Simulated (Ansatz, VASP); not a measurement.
# Two plane-wave programs on PbS

```
Pb S
1.0
    -2.12168    2.12168    3.00430
     2.12168   -2.12168    3.00430
     2.12168    2.12168   -3.00430
Pb S
1 1
Direct
  0.25252 0.25252 0.00000
  0.74748 0.74748 0.00000
```

Alike in both runs: functional PBE; k mesh 6 × 6 × 6; occupations gaussian, width 0.1 eV; no spin polarisation.

Ansatz relaxed the structure, and its values are those at the end. VASP's run is a single point on that final structure, the one shown.

|  | VASP | Ansatz |
| --- | --- | --- |
| version | VASP 6.6.1 | Ansatz 0.2.0 |
| potentials or method | VASP PAW PBE potentials, release 64 (Pb_d, S), cutoff 520 eV | scalar-relativistic, plane waves, PAW |
| valence electrons in the cell | 20 | 20 |

|  | VASP | Ansatz | Ansatz less VASP |
| --- | --- | --- | --- |
| gap on the k mesh at the Fermi level (eV) | 0.50 | 0.49 | -0.007 |
| least direct gap on the mesh (eV) | 0.50 | 0.49 | -0.007 |
| pressure (GPa) | 0.1 | 0.1 | +0.07 |

With one functional, cell and mesh, what is left measures potentials, basis and numerics.

Neither program's run includes spin-orbit coupling.
